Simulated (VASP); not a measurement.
Here is a VASP 6.6.1 calculation.

File INCAR:

```
SYSTEM = CdS
PREC = Accurate ; ENCUT = 520
EDIFF = 1E-6 ; ISMEAR = 0
SIGMA = 0.01 ; LREAL = .False.
LASPH = .True. ; NELM = 100
ALGO = Normal ; ISIF = 2
LWAVE = .False. ; LCHARG = .True.
LELF = .True. ; LVHAR = .True.
NBANDS = 16
```

Contents of KPOINTS:

```
Automatic mesh
0
Gamma
  5 5 5
  0 0 0
```

POSCAR

```
CdS
1.0
    0.0000000000      2.7532440000      2.7532440000
    2.7532440000      0.0000000000      2.7532440000
    2.7532440000      2.7532440000      0.0000000000
Cd S
1 1
Direct
    0.0000000000      0.0000000000      0.0000000000
    0.5000000000      0.5000000000      0.5000000000
```

Potentials or basis: VASP PAW LDA potentials, release 64 (Cd, S).

Command:

```console
$ cat potpaw_LDA.64/Cd/POTCAR potpaw_LDA.64/S/POTCAR > POTCAR
$ mpirun -np 1 vasp_std > vasp.out
```

Predict the pressure.

-6.3 GPa.

What does it give for the band gap on the k mesh?

0.50 eV, indirect (least direct gap 1.30 eV).

A k mesh can miss the band edges. LDA gaps usually lie below the measured ones, often by a third to a half.
